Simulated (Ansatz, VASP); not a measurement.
## One calculation of Tl, two programs

INCAR

```
PREC = Accurate
ENCUT = 520
EDIFF = 1E-6
ISMEAR = -1
SIGMA = 0.1
LREAL = F
LASPH = T
NELM = 60
ALGO = Normal
ISIF = 2
LWAVE = F
LCHARG = F
GGA = PE
NBANDS = 20
```

KPOINTS

```
Automatic mesh
0
Gamma
  5 5 3
```

The input POSCAR:

```
Tl
1.0
    3.5902820628      0.0000000000      0.0000000000
   -1.7951410314      3.1092754731      0.0000000000
    0.0000000000      0.0000000000      5.6419406004
Tl
2
Direct
    0.3333333333      0.6666666667      0.2500000000
    0.6666666667      0.3333333333      0.7500000000
```

Input for Ansatz:

```yaml
crystal:
  lattice:
    - [3.5902820628, 0.0, 0.0]
    - [-1.7951410314, 3.1092754731, 0.0]
    - [0.0, 0.0, 5.6419406004]
  atoms:
    - { symbol: Tl, position: [0.3333333333, 0.6666666667, 0.25] }
    - { symbol: Tl, position: [0.6666666667, 0.3333333333, 0.75] }
hamiltonian:
  xc: pbe
  pseudopotentials:
    kind: paw
    azcp:
      Tl: "pseudopotentials/Tl.paw.azcp"
basis:
  ecutwfc: 420
  fft_grid_basis: typed
kpoints:
  mp_grid: { grid: [5, 5, 3], shift: [0, 0, 0] }
magnetization:
  spin_polarized: false
scf:
  occupations: { method: fermi_dirac, width: 0.1 }
  lower_state_search: "off"
output:
  stress: true
```

Alike in both runs: task single point; functional PBE; k mesh 5 × 5 × 3; occupations fermi-dirac, width 0.1 eV; no spin polarisation.

```csv
,VASP,Ansatz
version,VASP 6.6.1,Ansatz 0.2.0
potentials or method,"VASP PAW PBE potentials, release 64 (Tl_d), cutoff 520 eV","plane waves (420 eV) with PAW, scalar-relativistic"
valence electrons in the cell,26,26
```

```csv
,VASP,Ansatz,Ansatz less VASP
pressure (GPa),0.0,0.1,+0.07
"traceless stress, the component that is largest in VASP (GPa)",0.59,0.59,+0.009
```

With one functional, cell and mesh, what is left measures potentials, basis and numerics.

The k mesh is coarse, so the values compare programs but aren't converged. Spin-orbit coupling is off throughout.
